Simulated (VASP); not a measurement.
Crystal: PtS2.

```
Pt S
1.0
     3.55103    0.00000    0.00000
    -1.77551    3.07528    0.00000
     0.00000    0.00000    6.38669
Pt S
1 2
Direct
  0.00000 0.00000 0.00000
  0.33333 0.66667 0.19137
  0.66667 0.33333 0.80863
```

* Program: VASP 6.6.1
* Task: relaxation of shape and atoms at fixed volume
* Functional: PBE
* Potentials or basis: VASP PAW PBE potentials, release 64 (Pt, S)
* Cutoff: 600 eV
* k mesh: 8 × 8 × 4
* Occupations: gaussian, width 0.05 eV
* Spin: non-collinear spin, zero start, spin-orbit coupling
* Starting moments: [[0.0, 0.0, 0.0], [0.0, 0.0, 0.0], [0.0, 0.0, 0.0]] μB

At the start: pressure 1.9 GPa; volume 23.25 Å³/atom.

Q: Where does the relaxation end?

A: Over 6 steps the energy falls by 2.4 meV/atom; space group P-3m1 (No. 164, to 0.1 Å) before and after; moment 0.00 μB per cell.

The path:
| step | energy change (eV) | largest force (eV/Å) | pressure (GPa) | volume (Å³) |
| --- | --- | --- | --- | --- |
| 1 | 0.0000 | 0.2500 | 1.93 | 69.75 |
| 2 | -0.0053 | 0.1058 | 1.02 | 69.75 |
| 3 | -0.0068 | 0.0388 | 0.11 | 69.75 |
| 4 | -0.0069 | 0.0267 | 0.18 | 69.75 |
| 5 | -0.0072 | 0.0103 | 0.10 | 69.75 |
| 6 | -0.0073 | 0.0034 | 0.03 | 69.75 |

Final structure:
```cif
data_structure
_symmetry_space_group_name_H-M 'P 1'
_symmetry_Int_Tables_number 1
_cell_length_a 3.5719
_cell_length_b 3.5719
_cell_length_c 6.3123
_cell_angle_alpha 90.000
_cell_angle_beta 90.000
_cell_angle_gamma 120.000
_cell_volume 69.75
loop_
_atom_site_label
_atom_site_type_symbol
_atom_site_fract_x
_atom_site_fract_y
_atom_site_fract_z
_atom_site_occupancy
Pt1 Pt 0.00000 0.00000 0.00000 1
S1 S 0.33333 0.66667 0.19486 1
S2 S 0.66667 0.33333 0.80514 1
```

Where two steps share one volume, the run began anew on that cell with a basis built for it.

Caveat: this functional lacks dispersion, which binds layers or chains, so the pressure and a relaxed spacing across them are unreliable.
